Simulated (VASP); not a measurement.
# Mg (I4/mmm) in VASP: further runs

Mg is run at these levels: PBEsol; tasks: single point.

All numbers are computed with VASP 6.6.1; they aren't measurements. Logs are shortened: lines on timing, memory, paths and dates and some standing lists are left out, and cuts for length are marked.

### Step 1. The cell of the first run

It takes space group I4/mmm (No. 139, tetragonal). Conventional cell: a = 3.347 Å, b = 3.347 Å, c = 4.016 Å, α = 90.00°, β = 90.00°, γ = 90.00°. Mg (site symmetry 4/mmm) has 14 Mg at 3.10 to 4.02 Å within 4.1 Å.

### Step 2. Single point, PBEsol

INCAR reads:

```
SYSTEM = Mg
PREC = Accurate
ENCUT = 520
EDIFF = 1E-7
ISMEAR = 0
SIGMA = 0.15
LREAL = .False.
LASPH = .True.
NELM = 80
ALGO = Fast
ISIF = 2
LWAVE = .False.
LCHARG = .False.
GGA = PS
NBANDS = 7
```

KPOINTS reads:

```
regular mesh
0
Gamma
  26 26 26
  0 0 0
```

POSCAR reads:

```
Mg
1.0
   -1.6734923030      1.6734923030      2.0081907636
    1.6734923030     -1.6734923030      2.0081907636
    1.6734923030      1.6734923030     -2.0081907636
Mg
1
Direct
    0.0000000000      0.0000000000      0.0000000000
```

Potentials or basis: VASP PAW PBE potentials, release 64 (Mg).

Command:

```bash
cat potpaw_PBE.64/Mg/POTCAR > POTCAR
mpirun -np 1 vasp_std > vasp.out
```

OUTCAR:

```text
SYSTEM = Mg
   PREC = Accurate
   ENCUT = 520
   EDIFF = 1E-7
   ISMEAR = 0
   LREAL = .False.
   LASPH = .True.
   NELM = 80
   ISIF = 2
   GGA = PS

 ion  position               nearest neighbor table
   1  0.000  0.000  0.000-

  LATTYP: Found a body centered tetragonal cell.
 ALAT       =     3.3469846060
 C/A-ratio  =     1.2000000000

  Lattice vectors:

 A1 = (  -1.6734923030,   1.6734923030,   2.0081907636)
 A2 = (   1.6734923030,  -1.6734923030,   2.0081907636)
 A3 = (   1.6734923030,   1.6734923030,  -2.0081907636)

Analysis of symmetry for initial positions (statically):
=====================================================================
 Subroutine PRICEL returns:
 Original cell was already a primitive cell.

 Routine SETGRP: Setting up the symmetry group for a
 body centered tetragonal supercell.

 Subroutine GETGRP returns: Found 16 space group operations
 (whereof 16 operations were pure point group operations)
 out of a pool of 16 trial point group operations.

The static configuration has the point symmetry D_4h.

Analysis of symmetry for dynamics (positions and initial velocities):
=====================================================================
 Subroutine PRICEL returns:
 Original cell was already a primitive cell.

 Routine SETGRP: Setting up the symmetry group for a
 body centered tetragonal supercell.

 Subroutine GETGRP returns: Found 16 space group operations
 (whereof 16 operations were pure point group operations)
 out of a pool of 16 trial point group operations.

The dynamic configuration has the point symmetry D_4h.

 Subroutine INISYM returns: Found 16 space group operations
 (whereof 16 operations are pure point group operations),
 and found     1 'primitive' translations

----------------------------------------------------------------------------------------

                                     Primitive cell

  volume of cell :      22.4964

  direct lattice vectors                    reciprocal lattice vectors
    -1.673492303  1.673492303  2.008190764     0.000000000  0.298776397  0.248980330
     1.673492303 -1.673492303  2.008190764     0.298776397  0.000000000  0.248980330
     1.673492303  1.673492303 -2.008190764     0.298776397  0.298776397  0.000000000

  length of vectors
     3.103865835  3.103865835  3.103865835     0.388919709  0.388919709  0.422533632

  position of ions in fractional coordinates (direct lattice)
     0.000000000  0.000000000  0.000000000

  ion indices of the primitive-cell ions
   primitive index   ion index
                 1           1

----------------------------------------------------------------------------------------

 KPOINTS: regular mesh

Automatic generation of k-mesh.
 Grid dimensions read from file:
 generate k-points for:   26   26   26

 Generating k-lattice:

  Cartesian coordinates                     Fractional coordinates (reciprocal lattice)
     0.000000000  0.011491400  0.009576167     0.038461538  0.000000000 -0.000000000
     0.011491400  0.000000000  0.009576167     0.000000000  0.038461538 -0.000000000
     0.011491400  0.011491400  0.000000000     0.000000000  0.000000000  0.038461538

  Length of vectors
     0.014958450  0.014958450  0.016251294

  Shift w.r.t. Gamma in fractional coordinates (k-lattice)
     0.000000000  0.000000000  0.000000000

 Subroutine IBZKPT returns following result:
 ===========================================

 Found   1330 irreducible k-points:

 Following reciprocal coordinates:
            Coordinates               Weight
  0.000000  0.000000  0.000000      1.000000
  0.038462  0.000000  0.000000      8.000000
  0.076923  0.000000  0.000000      8.000000
  0.115385  0.000000  0.000000      8.000000
  0.153846  0.000000 -0.000000      8.000000
  0.192308 -0.000000  0.000000      8.000000
[... 16 lines left out ...]
  0.346154  0.038462 -0.000000     16.000000
  0.384615  0.038462  0.000000     16.000000
 [... further k-points ...]
   k-points           NKPTS =   1330   k-points in BZ     NKDIM =   1330   number of bands    NBANDS=      7
   number of dos      NEDOS =    301   number of ions     NIONS =      1
   total plane-waves  NPLWV =  13824
   dimension x,y,z NGX =    24 NGY =   24 NGZ =   24
   dimension x,y,z NGXF=    48 NGYF=   48 NGZF=   48
   ions per type =               1
   NGX,Y,Z   is equivalent  to a cutoff of  12.85, 12.85, 12.85 a.u.
   NGXF,Y,Z  is equivalent  to a cutoff of  25.71, 25.71, 25.71 a.u.
 SYSTEM =  Mg
   PREC   = accura    normal or accurate (medium, high low for compatibility)
   ISTART =      0    job   : 0-new  1-cont  2-samecut
   ICHARG =      2    charge: 1-file 2-atom 10-const
   ISPIN  =      1    spin polarized calculation?
   LNONCOLLINEAR =      F non collinear calculations
   LSORBIT =      F    spin-orbit coupling
   LASPH  =      T    aspherical Exc in radial PAW
   ENCUT  =  520.0 eV  38.22 Ry    6.18 a.u.   5.77  5.77  5.77*2*pi/ulx,y,z
   NELM   =     80;   NELMIN=  2; NELMDL= -5     # of ELM steps
   EDIFF  = 0.1E-06   stopping-criterion for ELM
   LREAL  =      F    real-space projection
   EDIFFG = 0.1E-05   stopping-criterion for IOM
   NSW    =      0    number of steps for IOM
   IBRION =     -1    ionic relax: 0-MD 1-quasi-New 2-CG
   NFREE  =      0    steps in history (QN), initial steepest desc. (CG)
   ISIF   =      2    stress and relaxation
   ISYM   =      2    0-nonsym 1-usesym 2-fastsym
   POTIM  = 0.5000    time-step for ionic-motion
   TEBEG  =    0.0;   TEEND  =   0.0 temperature during run
   PSTRESS=    0.0 pullay stress
   NELECT =       2.0000    total number of electrons
   NUPDOWN=      -1.0000    fix difference up-down
   EMIN   =  10.00;   EMAX   =-10.00  energy-range for DOS
   EFERMI =   0.00;   METHOD = LEGACY
   ISMEAR =     0;   SIGMA  =   0.15  broadening in eV -4-tet -1-fermi 0-gaus
   EFERMI_NEDOS =   21; number of points for ismear=-14 and -15
   IALGO  =     68    algorithm
   IMIX   =      4    mixing-type and parameters
     AMIX     =   0.40;   BMIX     =  1.00
     AMIX_MAG =   1.60;   BMIX_MAG =  1.00
  volume/ion in A,a.u.               =      22.50       151.81
  Fermi-wavevector in a.u.,A,eV,Ry     =   0.730658  1.380743  7.263618  0.533861
  Thomas-Fermi vector in A             =   1.822682
   LORBIT       =      0    0 simple, 1 ext, 2 COOP (PROOUT), +10 PAW based schemes
   GGA     = PS    functional components
   LHFCALC =     F    Hartree Fock is set to
   AEXX    =    0.0000 exact exchange contribution
   IVDW    =     0    specifies the selected vdW correction
   LEPSILON=     F    determine dielectric tensor
   LRPA    =     F    only Hartree local field effects (RPA)
 non-spin polarized calculation
 RMM-DIIS sequential band-by-band and
 Gauss-broadening in eV      SIGMA  =   0.15
  energy-cutoff  :      520.00
  volume of cell :       22.50
 maximum number of plane-waves:       622
   NGX = 11   NGY = 11   NGZ = 11

 number of electron       2.0000000 magnetization

 Free energy of the ion-electron system (eV)
  ---------------------------------------------------
  ext. energy  EPLUGINS =         0.00000000
  ---------------------------------------------------
  free energy    TOTEN  =        -1.70508782 eV

  energy without entropy =       -1.70012719  energy(sigma->0) =       -1.70260751

 E-fermi :   2.7100     XC(G=0):  -8.5990

 val. band max:        2.7074986438   @ k =  -0.4615   0.5000   0.1923
 cond. band min:       2.7100904643   @ k =  -0.3846  -0.4615   0.1538
 fundamental gap:      0.0025918205
 Fermi energy:         2.7100370135

 k-point     1 :       0.0000    0.0000    0.0000
  band No.  band energies     occupation
      1      -4.3178      2.00000
      2      15.0913      0.00000
      3      15.0913      0.00000
      4      16.1746      0.00000
      5      17.2518      0.00000
      6      17.5261      0.00000
      7      17.5261      0.00000

 k-point     2 :       0.0385    0.0000    0.0000
  band No.  band energies     occupation
      1      -4.2840      2.00000
      2      14.6088      0.00000
      3      14.9710      0.00000
      4      15.8789      0.00000
      5      17.3350      0.00000
      6      17.6138      0.00000
      7      17.6984      0.00000

 k-point     3 :       0.0769    0.0000    0.0000
  band No.  band energies     occupation
      1      -4.1827      2.00000
      2      13.4931      0.00000
      3      14.6848      0.00000
      4      15.6025      0.00000
      5      17.3711      0.00000
      6      17.7226      0.00000
      7      17.7243      0.00000

 k-point     4 :       0.1154    0.0000    0.0000
  band No.  band energies     occupation
      1      -4.0142      2.00000
      2      12.2209      0.00000
      3      14.3409      0.00000
      4      15.3684      0.00000
      5      17.1323      0.00000
      6      17.2184      0.00000
      7      18.0498      0.00000

 k-point     5 :       0.1538    0.0000   -0.0000
  band No.  band energies     occupation
      1      -3.7788      2.00000
      2      10.9338      0.00000
      3      13.9981      0.00000
      4      15.1439      0.00000
      5      16.5249      0.00000
      6      17.0167      0.00000
      7      18.2638      0.00000
[... 161 lines left out ...]
 k-point    22 :       0.3077    0.0385   -0.0000
  band No.  band energies     occupation
      1      -1.9313      2.00000
      2       5.7023      0.00000
      3      12.1762      0.00000
      4      14.3175      0.00000
      5      14.5350      0.00000
      6      16.5366      0.00000
      7      18.3702      0.00000

 k-point    23 :       0.3462    0.0385   -0.0000
  band No.  band energies     occupation
      1      -1.3467      2.00000
      2       4.6434      0.00000
      3      12.0650      0.00000
      4      13.9643      0.00000
      5      14.4553      0.00000
      6      16.1997      0.00000
      7      18.5782      0.00000

 k-point    24 :       0.3846    0.0385    0.0000
  band No.  band energies     occupation
      1      -0.7018      2.00000
      2       3.6396      0.00000
      3      12.0068      0.00000
      4      13.6698      0.00000
      5      14.4255      0.00000
      6      15.8970      0.00000
      7      18.8579      0.00000

 [... further k-points ...]

------------------------ aborting loop because EDIFF is reached ----------------------------------------

  FORCE on cell =-STRESS in cart. coord.  units (eV):
  Direction    XX          YY          ZZ          XY          YZ          ZX
  --------------------------------------------------------------------------------------
  -------------------------------------------------------------------------------------
  Total       -0.0184145     -0.0184145      0.0888209      0.0000000     -0.0000000      0.0000000
  in kB       -1.3114709     -1.3114709      6.3257679      0.0000000     -0.0000000      0.0000000
  external PRESSURE =       1.2342754 kB  Pullay stress =       0.0000000 kB

 VOLUME and BASIS-vectors are now :
 -----------------------------------------------------------------------------
  energy-cutoff  :      520.00
  volume of cell :       22.50
      direct lattice vectors                 reciprocal lattice vectors
    -1.673492303  1.673492303  2.008190764     0.000000000  0.298776397  0.248980330
     1.673492303 -1.673492303  2.008190764     0.298776397  0.000000000  0.248980330
     1.673492303  1.673492303 -2.008190764     0.298776397  0.298776397  0.000000000

 POSITION                                       TOTAL-FORCE (eV/Angst)
 -----------------------------------------------------------------------------------
      0.00000      0.00000      0.00000         0.000000      0.000000     -0.000000
 -----------------------------------------------------------------------------------
    total drift:                                0.000000      0.000000      0.000000

  FREE ENERGIE OF THE ION-ELECTRON SYSTEM (eV)
  ---------------------------------------------------
  free  energy   TOTEN  =        -1.7050878199 eV

  energy  without entropy=       -1.7001271906  energy(sigma->0) =       -1.70260751
```

Run time: 72 s. Hardware: 1 thread of AMD EPYC 9R45 (Zen 5), shared host; peak memory 0.3 GiB.

Results:

| Property | Result |
| --- | --- |
| Free energy | -1.7051 eV |
| Pressure | 0.1 GPa |
| Band gap on the k mesh | zero (bands 1 and 2 overlap by 3.20 eV) |

Levels at points of the mesh, in eV from the Fermi level:
```tsv
k point	band 1	band 2	band 3	band 4	band 5	band 6
(0.00, 0.00, 0.00)	-7.03	12.38	12.38	13.46	14.54	14.82
(0.50, 0.00, 0.00)	-1.71	-1.22	9.93	10.73	11.63	12.05
(0.50, 0.50, 0.00)	-0.91	-0.03	6.98	7.85	8.34	10.73
(0.50, 0.50, 0.50)	1.42	2.46	5.02	5.45	5.45	8.60
```

Caveat: the PAW data sets were made with another functional, which shifts forces and pressure a little.

(Part 1 of 2 ends here.)
